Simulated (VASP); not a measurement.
## SnTe: single point with BLYP+D4

The system is SnTe.

```
CELL_PARAMETERS angstrom
0.00000 3.19366 3.19366
3.19366 0.00000 3.19366
3.19366 3.19366 0.00000
ATOMIC_POSITIONS crystal
Te 0.50000 0.50000 0.50000
Sn 0.00000 0.00000 0.00000
```

- Program: VASP 6.6.1
- Task: single point
- Functional: BLYP
- Dispersion: D4
- Potentials or basis: VASP PAW PBE potentials, release 64 (Te, Sn_d)
- Cutoff: 520 eV
- k mesh: 7 × 7 × 7
- Occupations: fermi-dirac, width 0.05 eV
- Spin: no spin polarisation
- Dipole correction: no
- Further INCAR settings: ALGO = Normal; EDIFF = 1e-07; NBANDS = 17

The pressure is 0.1 GPa. The dispersion energy per atom is -0.796 eV.

Levels at points of the mesh, in eV from the Fermi level:
```tsv
k point	band 6	band 7	band 8	band 9	band 10	band 11	band 12	band 13	band 14	band 15
(0.00, 0.00, 0.00)	-12.58	-5.05	-2.13	-2.13	-2.13	3.11	3.11	3.11	4.98	4.98
```

Run time: 24 s on 1 thread of Intel(R) Xeon(R) 6975P-C (Granite Rapids) (shared host), peak memory 0.2 GiB.

Caveat: this odd mesh misses L, where the gap lies, so gap, dielectric constants and Born charges aren't listed; the PAW data sets were made with another functional, which shifts forces and pressure a little; spin-orbit coupling is left out, which moves the levels of the heavy elements.
